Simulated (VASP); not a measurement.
A run of VASP 6.6.1:

Contents of INCAR:

```
SYSTEM = Si2O
ALGO     = Fast           ! electronic algorithm
EDIFF    = 1E-6           ! SCF threshold, eV
EDIFFG   = -0.01          ! ionic threshold
ENCUT    = 600            ! plane-wave cutoff, eV
GGA      = PE             ! functional
IBRION   = 2              ! ionic algorithm
ISIF     = 3              ! what is computed and relaxed
ISMEAR   = 0              ! smearing method
LASPH    = .TRUE.         ! aspherical terms in the spheres
LCHARG   = .FALSE.        ! write CHGCAR
LREAL    = .FALSE.        ! projectors in reciprocal space
LWAVE    = .FALSE.        ! write WAVECAR
NELM     = 80             ! most SCF steps
NSW      = 100            ! ionic steps
PREC     = Accurate       ! precision mode
SIGMA    = 0.1            ! smearing width, eV
```

File KPOINTS:

```
k-points
0
G
  12 12 12
  0 0 0
```

POSCAR

```
Si2O
1.0
   -1.9657279845      4.6731145389      3.0829114618
    1.9657279845     -4.6731145389      3.0829114618
    1.9657279845      4.6731145389     -3.0829114618
Si O
4 2
Direct
    0.7732497608      0.8606280067      0.9126217541
    0.4480062527      0.8606280067      0.5873782459
    0.2267502392      0.1393719933      0.0873782459
    0.5519937473      0.1393719933      0.4126217541
    0.7308824393      0.9808824393      0.7500000000
    0.2691175607      0.0191175607      0.2500000000
```

Potentials or basis: VASP PAW PBE potentials, release 64 (Si, O).

Command:

```bash
$ cat potpaw_PBE.64/Si/POTCAR potpaw_PBE.64/O/POTCAR > POTCAR
$ mpirun -np 1 vasp_std > vasp.out
```

Hardware: 1 thread of Oxide Virtual Turin-like Processor (shared host).

Estimate the wall time of this run.

Run time: 38 min on 1 thread of Oxide Virtual Turin-like Processor, on a shared host, peak memory 0.72 GiB. Counts: scf iterations 44, k points 280, ion steps 5.
